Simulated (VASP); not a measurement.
Wanted: the native input for a VASP 6.6.1 run.

```
Task                   : single point
Functional             : PBEsol
Potentials or basis    : VASP PAW PBE potentials, release 64 (Ta_pv)
Cutoff                 : 520 eV
k mesh                 : 20 × 20 × 20
Occupations            : gaussian, width 0.15 eV
Spin                   : no spin polarisation
Dipole correction      : no
Further INCAR settings : ALGO = Fast; EDIFF = 1e-07; NBANDS = 12
```

The structure of Ta lies in POSCAR:

```
Ta
1.0
   -1.5800322441      1.6402286350      1.7222400668
    1.5800322441     -1.6402286350      1.7222400668
    1.5800322441      1.6402286350     -1.7222400668
Ta
1
Direct
    0.0000000000      0.0000000000      0.0000000000
```

This cell differs from its parent crystal: normal strain along x -0.0367, normal strain along z +0.0500.

The input as run:

INCAR

```
PREC = Accurate
ENCUT = 520
EDIFF = 1E-7
ISMEAR = 0
SIGMA = 0.15
LREAL = F
LASPH = T
NELM = 100
ALGO = Fast
ISIF = 2
LWAVE = F
LCHARG = F
GGA = PS
NBANDS = 12
```

KPOINTS

```
regular mesh
0
Gamma
  20 20 20
```

Potentials or basis: VASP PAW PBE potentials, release 64 (Ta_pv).

Run with:

```bash
$ cat potpaw_PBE.64/Ta_pv/POTCAR > POTCAR
$ mpirun -np 1 vasp_std > vasp.out
```

It gave:

```
Pressure : -1.4 GPa
```

Caveat: the cell differs from its parent crystal (normal strain along x -0.0367, normal strain along z +0.0500); the PAW data sets were made with another functional, which shifts forces and pressure a little.

It took 3 min on 1 thread of AMD EPYC 9R45 96-Core Processor (Zen 5), with other jobs on the host, peak memory 0.31 GiB.
